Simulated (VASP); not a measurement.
# Co (P6_3/mmc) in VASP: settings compared

Co is run at these levels: PBE, BLYP+D4; tasks: single point.

Everything below comes from runs of VASP 6.6.1. Logs are shortened: lines on timing, memory, paths and dates and some standing lists are left out, and cuts for length are marked.

## Step 1: The cell of the first run

It takes space group P6_3/mmc (No. 194, hexagonal). Conventional cell: a = 2.471 Å, b = 2.471 Å, c = 8.088 Å, α = 90.00°, β = 90.00°, γ = 120.00°. Within 3.3 Å of Co (site symmetry -6m2) lie 12 Co at 2.47 Å. Within 3.3 Å of Co (site symmetry -3m) lie 12 Co at 2.47 Å.

## Step 2: Single point, PBE, collinear spin, ferromagnetic start

The input, INCAR:

```
  ALGO = Normal
  EDIFF = 1E-7
  ENCUT = 520
  GGA = PE
  ISIF = 2
  ISMEAR = 0
  ISPIN = 2
  LASPH = T
  LCHARG = T
  LELF = T
  LMAXMIX = 4
  LORBIT = 11
  LREAL = F
  LVHAR = T
  LWAVE = F
  MAGMOM = 2 2 2 2
  NBANDS = 30
  NELM = 150
  PREC = Accurate
  SIGMA = 0.027000000000000003
```

The input, KPOINTS:

```
k-points
0
Gamma
  12 12 4
```

The input, POSCAR:

```
Co
1.0
    2.4705617809      0.0000000000      0.0000000000
   -1.2352808905      2.1395692639      0.0000000000
    0.0000000000      0.0000000000      8.0882338000
Co
4
Direct
    0.6666666667      0.3333333333      0.7500000000
    0.0000000000      0.0000000000      0.5000000000
    0.3333333333      0.6666666667      0.2500000000
    0.0000000000      0.0000000000      0.0000000000
```

Potentials or basis: VASP PAW PBE potentials, release 64 (Co).

Run with:

```sh
> cat potpaw_PBE.64/Co/POTCAR > POTCAR
> mpirun -np 1 vasp_std > vasp.out
```

OUTCAR:

```text
EDIFF = 1E-7
   ENCUT = 520
   GGA = PE
   ISIF = 2
   ISMEAR = 0
   ISPIN = 2
   LASPH = T
   LORBIT = 11
   LREAL = F
   NELM = 150
   PREC = Accurate

 ion  position               nearest neighbor table
   1  0.667  0.333  0.750-   2 2.47   4 2.47   2 2.47   4 2.47   2 2.47   4 2.47
   2  0.000  0.000  0.500-   1 2.47   3 2.47   1 2.47   3 2.47   1 2.47   3 2.47
   3  0.333  0.667  0.250-   2 2.47   4 2.47   2 2.47   4 2.47   2 2.47   4 2.47
   4  0.000  0.000  0.000-   1 2.47   3 2.47   1 2.47   3 2.47   1 2.47   3 2.47

  LATTYP: Found a hexagonal cell.
 ALAT       =     2.4705617809
 C/A-ratio  =     3.2738439745

  Lattice vectors:

 A1 = (   2.4705617809,   0.0000000000,   0.0000000000)
 A2 = (  -1.2352808905,   2.1395692639,   0.0000000000)
 A3 = (   0.0000000000,   0.0000000000,   8.0882338000)

Analysis of symmetry for initial positions (statically):
=====================================================================
 Subroutine PRICEL returns:
 Original cell was already a primitive cell.

 Routine SETGRP: Setting up the symmetry group for a
 hexagonal supercell.

 Subroutine GETGRP returns: Found 24 space group operations
 (whereof 12 operations were pure point group operations)
 out of a pool of 24 trial point group operations.

The static configuration has the point symmetry D_3d.
 The point group associated with its full space group is D_6h.

Analysis of symmetry for dynamics (positions and initial velocities):
=====================================================================
 Subroutine PRICEL returns:
 Original cell was already a primitive cell.

 Routine SETGRP: Setting up the symmetry group for a
 hexagonal supercell.

 Subroutine GETGRP returns: Found 24 space group operations
 (whereof 12 operations were pure point group operations)
 out of a pool of 24 trial point group operations.

The dynamic configuration has the point symmetry D_3d.
 The point group associated with its full space group is D_6h.

Analysis of structural, dynamic, and magnetic symmetry:
=====================================================================
 Subroutine PRICEL returns:
 Original cell was already a primitive cell.

 Routine SETGRP: Setting up the symmetry group for a
 hexagonal supercell.

 Subroutine GETGRP returns: Found 24 space group operations
 (whereof 12 operations were pure point group operations)
 out of a pool of 24 trial point group operations.

The overall configuration has the point symmetry D_3d.
 The point group associated with its full space group is D_6h.

 Subroutine INISYM returns: Found 24 space group operations
 (whereof 12 operations are pure point group operations),
 and found     1 'primitive' translations

----------------------------------------------------------------------------------------

                                     Primitive cell

  volume of cell :      42.7539

  direct lattice vectors                    reciprocal lattice vectors
     2.470561781  0.000000000  0.000000000     0.404766239  0.233691897  0.000000000
    -1.235280890  2.139569264  0.000000000     0.000000000  0.467383794  0.000000000
     0.000000000  0.000000000  8.088233800     0.000000000  0.000000000  0.123636386

  length of vectors
     2.470561781  2.470561781  8.088233800     0.467383794  0.467383794  0.123636386

  position of ions in fractional coordinates (direct lattice)
     0.666666667  0.333333333  0.750000000
     0.000000000  0.000000000  0.500000000
     0.333333333  0.666666667  0.250000000
     0.000000000  0.000000000  0.000000000

  ion indices of the primitive-cell ions
   primitive index   ion index
                 1           1
                 2           2
                 3           3
                 4           4

----------------------------------------------------------------------------------------

 KPOINTS: k-points

Automatic generation of k-mesh.
 Grid dimensions read from file:
 generate k-points for:   12   12    4

 Generating k-lattice:

  Cartesian coordinates                     Fractional coordinates (reciprocal lattice)
     0.033730520  0.019474325  0.000000000     0.083333333  0.000000000  0.000000000
     0.000000000  0.038948649  0.000000000     0.000000000  0.083333333  0.000000000
     0.000000000  0.000000000  0.030909097     0.000000000  0.000000000  0.250000000

  Length of vectors
     0.038948649  0.038948649  0.030909097

  Shift w.r.t. Gamma in fractional coordinates (k-lattice)
     0.000000000  0.000000000  0.000000000

 Subroutine IBZKPT returns following result:
 ===========================================

 Found     57 irreducible k-points:

 Following reciprocal coordinates:
            Coordinates               Weight
  0.000000  0.000000  0.000000      1.000000
  0.083333  0.000000  0.000000      6.000000
  0.166667 -0.000000  0.000000      6.000000
  0.250000  0.000000  0.000000      6.000000
  0.333333  0.000000  0.000000      6.000000
  0.416667  0.000000  0.000000      6.000000
[... 16 lines left out ...]
  0.250000  0.000000  0.250000     12.000000
  0.333333  0.000000  0.250000     12.000000
 [... further k-points ...]
   k-points           NKPTS =     57   k-points in BZ     NKDIM =     57   number of bands    NBANDS=     30
   number of dos      NEDOS =    301   number of ions     NIONS =      4
   total plane-waves  NPLWV =  19440
   dimension x,y,z NGX =    18 NGY =   18 NGZ =   60
   dimension x,y,z NGXF=    36 NGYF=   36 NGZF=  120
   ions per type =               4
   NGX,Y,Z   is equivalent  to a cutoff of  12.11, 12.11, 12.33 a.u.
   NGXF,Y,Z  is equivalent  to a cutoff of  24.22, 24.22, 24.66 a.u.
 SYSTEM =  unknown system
   PREC   = accura    normal or accurate (medium, high low for compatibility)
   ISTART =      0    job   : 0-new  1-cont  2-samecut
   ICHARG =      2    charge: 1-file 2-atom 10-const
   ISPIN  =      2    spin polarized calculation?
   LNONCOLLINEAR =      F non collinear calculations
   LSORBIT =      F    spin-orbit coupling
   LASPH  =      T    aspherical Exc in radial PAW
   ENCUT  =  520.0 eV  38.22 Ry    6.18 a.u.   4.59  4.59 15.04*2*pi/ulx,y,z
   NELM   =    150;   NELMIN=  2; NELMDL= -5     # of ELM steps
   EDIFF  = 0.1E-06   stopping-criterion for ELM
   LREAL  =      F    real-space projection
   EDIFFG = 0.1E-05   stopping-criterion for IOM
   NSW    =      0    number of steps for IOM
   IBRION =     -1    ionic relax: 0-MD 1-quasi-New 2-CG
   NFREE  =      0    steps in history (QN), initial steepest desc. (CG)
   ISIF   =      2    stress and relaxation
   ISYM   =      2    0-nonsym 1-usesym 2-fastsym
   POTIM  = 0.5000    time-step for ionic-motion
   TEBEG  =    0.0;   TEEND  =   0.0 temperature during run
   PSTRESS=    0.0 pullay stress
   NELECT =      36.0000    total number of electrons
   NUPDOWN=      -1.0000    fix difference up-down
   EMIN   =  10.00;   EMAX   =-10.00  energy-range for DOS
   EFERMI =   0.00;   METHOD = LEGACY
   ISMEAR =     0;   SIGMA  =   0.03  broadening in eV -4-tet -1-fermi 0-gaus
   EFERMI_NEDOS =   21; number of points for ismear=-14 and -15
   IALGO  =     38    algorithm
   IMIX   =      4    mixing-type and parameters
     AMIX     =   0.40;   BMIX     =  1.00
     AMIX_MAG =   1.60;   BMIX_MAG =  1.00
  volume/ion in A,a.u.               =      10.69        72.13
  Fermi-wavevector in a.u.,A,eV,Ry     =   1.545908  2.921343 32.515647  2.389833
  Thomas-Fermi vector in A             =   2.651220
   LORBIT       =     11    0 simple, 1 ext, 2 COOP (PROOUT), +10 PAW based schemes
   GGA     = PE    functional components
   LHFCALC =     F    Hartree Fock is set to
   AEXX    =    0.0000 exact exchange contribution
   IVDW    =     0    specifies the selected vdW correction
   LEPSILON=     F    determine dielectric tensor
   LRPA    =     F    only Hartree local field effects (RPA)
 spin polarized calculation
 Gauss-broadening in eV      SIGMA  =   0.03
  energy-cutoff  :      520.00
  volume of cell :       42.75
 maximum number of plane-waves:      1170
   NGX =  9   NGY =  9   NGZ = 31

 number of electron      35.9999991 magnetization       6.5820358

 Free energy of the ion-electron system (eV)
  ---------------------------------------------------
  ext. energy  EPLUGINS =         0.00000000
  ---------------------------------------------------
  free energy    TOTEN  =       -28.10142319 eV

  energy without entropy =      -28.09966622  energy(sigma->0) =      -28.10054470

 E-fermi :  10.5293     XC(G=0): -13.4929

 val. band max:       10.5278166021   @ k =   0.4167   0.0833   0.2500
 cond. band min:      10.5397917774   @ k =   0.2500   0.0833   0.2500
 fundamental gap:      0.0119751753
 Fermi energy:        10.5292773059

 spin component 1

 k-point     1 :       0.0000    0.0000    0.0000
  band No.  band energies     occupation
      1       1.4637      1.00000
      2       3.6789      1.00000
      3       3.7044      1.00000
      4       5.2561      1.00000
      5       7.4493      1.00000
      6       7.4870      1.00000
[... 781 lines left out ...]
     29      25.3018      0.00000
     30      26.1558      0.00000

 [... further k-points ...]

 spin component 2

 k-point     1 :       0.0000    0.0000    0.0000
  band No.  band energies     occupation
      1       1.4814      1.00000
      2       3.7817      1.00000
      3       3.7823      1.00000
      4       6.1906      1.00000
      5       8.7995      1.00000
      6       8.8652      1.00000
[... 781 lines left out ...]
     29      25.6827      0.00000
     30      26.5657      0.00000

 [... further k-points ...]

------------------------ aborting loop because EDIFF is reached ----------------------------------------

  FORCE on cell =-STRESS in cart. coord.  units (eV):
  Direction    XX          YY          ZZ          XY          YZ          ZX
  --------------------------------------------------------------------------------------
  -------------------------------------------------------------------------------------
  Total        1.4007510      1.4007510      0.2414480     -0.0000000      0.0000000      0.0000000
  in kB       52.4923183     52.4923183      9.0481198     -0.0000000      0.0000000      0.0000000
  external PRESSURE =      38.0109188 kB  Pullay stress =       0.0000000 kB

 VOLUME and BASIS-vectors are now :
 -----------------------------------------------------------------------------
  energy-cutoff  :      520.00
  volume of cell :       42.75
      direct lattice vectors                 reciprocal lattice vectors
     2.470561781  0.000000000  0.000000000     0.404766239  0.233691897  0.000000000
    -1.235280890  2.139569264  0.000000000     0.000000000  0.467383794  0.000000000
     0.000000000  0.000000000  8.088233800     0.000000000  0.000000000  0.123636386

 POSITION                                       TOTAL-FORCE (eV/Angst)
 -----------------------------------------------------------------------------------
      1.23528      0.71319      6.06618         0.000000     -0.000000     -0.000000
      0.00000      0.00000      4.04412         0.000000      0.000000      0.000000
     -0.00000      1.42638      2.02206        -0.000000      0.000000      0.000000
      0.00000      0.00000      0.00000         0.000000      0.000000      0.000000
 -----------------------------------------------------------------------------------
    total drift:                                0.000000     -0.000000      0.000000

  FREE ENERGIE OF THE ION-ELECTRON SYSTEM (eV)
  ---------------------------------------------------
  free  energy   TOTEN  =       -28.1014231870 eV

  energy  without entropy=      -28.0996662172  energy(sigma->0) =      -28.10054470

 total charge

# of ion       s       p       d       tot
------------------------------------------
    1        0.497   0.539   7.263   8.298
    2        0.498   0.535   7.272   8.304
    3        0.497   0.539   7.263   8.298
    4        0.498   0.535   7.272   8.304
--------------------------------------------------
tot          1.988   2.147  29.070  33.206

 magnetization (x)

# of ion       s       p       d       tot
------------------------------------------
    1       -0.013  -0.052   1.737   1.672
    2       -0.013  -0.049   1.710   1.648
    3       -0.013  -0.052   1.737   1.672
    4       -0.013  -0.049   1.710   1.648
--------------------------------------------------
tot         -0.052  -0.201   6.894   6.641
```

Wall time 4.9 min (1 thread of Intel Xeon 8259CL, shared host); peak memory 0.23 GiB.

What came out:

```yaml
Free_energy: -28.1014 eV
Pressure: 3.8 GPa
Net_moment: 6.58 μB per cell
Site_moments: Co +1.67, +1.65 (each value once) μB
Valence_electrons_inside_the_program's_atomic_spheres: Co 8.30
```

Caveat: the cell stands under pressure.

(Part 1 of 2 ends here.)
